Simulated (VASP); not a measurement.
**GaSi: single point with PBE**

GaSi:

```
CELL_PARAMETERS angstrom
5.26820 0.00000 0.00000
0.00000 3.60943 0.00000
0.00000 0.00000 7.46577
ATOMIC_POSITIONS crystal
Ga 0.99353 0.25000 0.83308
Ga 0.50647 0.75000 0.33308
Ga 0.49353 0.25000 0.66692
Ga 0.00647 0.75000 0.16692
Si 0.12467 0.25000 0.42928
Si 0.37533 0.75000 0.92928
Si 0.62467 0.25000 0.07072
Si 0.87533 0.75000 0.57072
```

| Quantity | Value |
| --- | --- |
| Program | VASP 6.6.1 |
| Task | single point |
| Functional | PBE |
| Potentials or basis | VASP PAW PBE potentials, release 64 (Ga_d, Si) |
| Cutoff | 520 eV |
| k mesh | 4 × 6 × 4 |
| Occupations | gaussian, width 0.1 eV |
| Spin | no spin polarisation |

```json
{"Pressure": "0.0 GPa", "Largest force": "0.027 eV/Å", "Band gap on the k mesh": "zero (band 34 reaches 7.95 eV, above the bottom of band 35 at 5.15 eV)"}
```

Forces on the atoms (eV/Å):
```
Ga  -0.016  0.000  0.005
Ga   0.016  0.000  0.005
Ga  -0.016  0.000 -0.005
Ga   0.016  0.000 -0.005
Si   0.010  0.000  0.025
Si  -0.010  0.000  0.025
Si   0.010  0.000 -0.025
Si  -0.010  0.000 -0.025
```

Levels at points of the mesh, in eV from the Fermi level:
| k point | band 32 | band 33 | band 34 | band 35 | band 36 | band 37 |
| --- | --- | --- | --- | --- | --- | --- |
| (0.00, 0.00, 0.00) | -1.04 | -0.32 | 0.68 | 1.61 | 2.27 | 2.32 |
| (0.50, 0.00, 0.00) | -0.61 | -0.01 | -0.01 | 1.56 | 1.56 | 1.85 |
| (0.00, 0.50, 0.00) | -2.35 | -1.33 | -1.33 | -0.86 | -0.86 | -0.12 |
| (0.50, 0.50, 0.00) | -4.19 | 1.33 | 1.33 | 1.33 | 1.33 | 2.71 |
| (0.00, 0.00, 0.50) | -1.25 | -0.62 | -0.62 | 2.03 | 2.03 | 2.74 |
| (0.50, 0.00, 0.50) | -0.44 | 0.76 | 0.76 | 1.22 | 1.22 | 2.25 |
| (0.00, 0.50, 0.50) | -2.97 | -2.77 | -2.77 | -0.51 | -0.51 | 1.25 |
| (0.50, 0.50, 0.50) | -2.02 | -1.46 | -1.46 | -1.46 | -1.46 | 2.84 |

Run time: 110 s on 1 thread of AMD EPYC 9R45 96-Core Processor (Zen 5), with other jobs on the host, peak memory 0.3 GiB.
